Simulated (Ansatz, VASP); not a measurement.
# BeS in VASP and in Ansatz

Contents of POSCAR:

```
BeS
1.0
    0.0000000000      2.3636431409      2.3636431409
    2.3636431409      0.0000000000      2.3636431409
    2.3636431409      2.3636431409      0.0000000000
Be S
1 1
Direct
    0.0000000000      0.0000000000      0.0000000000
    0.5000000000      0.5000000000      0.5000000000
```

INCAR.step1

```
  ALGO = Normal
  EDIFF = 1E-5
  ENCUT = 520
  GGA = PE
  ISIF = 2
  ISMEAR = 0
  LASPH = T
  LCHARG = F
  LREAL = F
  LWAVE = T
  NBANDS = 11
  NELM = 60
  PREC = Accurate
  SIGMA = 0.01
```

File INCAR.step2:

```
  ALGO = Normal
  EDIFF = 1E-6
  ENCUT = 520
  GGA = PE
  HFSCREEN = 0.2079
  ISIF = 2
  ISMEAR = 0
  ISTART = 1
  LASPH = T
  LCHARG = F
  LHFCALC = T
  LREAL = F
  LWAVE = F
  NBANDS = 11
  NELM = 60
  PREC = Accurate
  PRECFOCK = Normal
  SIGMA = 0.01
```

File KPOINTS:

```
k-points
0
Gamma
  6 6 6
```

Input for Ansatz:

```yaml
crystal:
  lattice:
    - [0.0, 2.3636431409, 2.3636431409]
    - [2.3636431409, 0.0, 2.3636431409]
    - [2.3636431409, 2.3636431409, 0.0]
  atoms:
    - { symbol: Be, position: [0.0, 0.0, 0.0] }
    - { symbol: S, position: [0.5, 0.5, 0.5] }
kpoints:
  mp_grid: { grid: [6, 6, 6] }
  band_path:
    path:
      - [0.0, 0.0, 0.0]
      - [0.5, 0.0, 0.5]
      - [0.625, 0.25, 0.625]
      - [0.375, 0.375, 0.75]
      - [0.5, 0.5, 0.5]
      - [0.5, 0.25, 0.75]
      - [0.0, 0.151042, -0.151042]
      - [0.0, 0.5, 0.5]
    npoints: 1
hamiltonian:
  xc: hse06
scf:
  occupations: { method: fixed }
  n_extra_bands: 4
output:
  forces: true
  stress: true
  eigenvalues: true
```

Change from the starting cell: hydrostatic strain +2.0%.

Alike in both runs: task single point; functional HSE06; k mesh 6 × 6 × 6; no spin polarisation.

```csv
,VASP,Ansatz
version,VASP 6.6.1,Ansatz 0.2.0
potentials or method,"VASP PAW PBE potentials, release 64 (Be, S)","plane waves, PAW"
plane-wave cutoff (eV),520,420
occupations,"gaussian, width 0.01 eV",fixed
valence electrons in the cell,8,8
```

|  | VASP | Ansatz | Ansatz less VASP |
| --- | --- | --- | --- |
| gap on the k mesh at the Fermi level (eV) | 1.70 | 1.71 | +0.009 |
| pressure (GPa) | -7.7 | -7.5 | +0.19 |

Ansatz's warnings: stress exchange threshold loose, stress scf threshold loose.
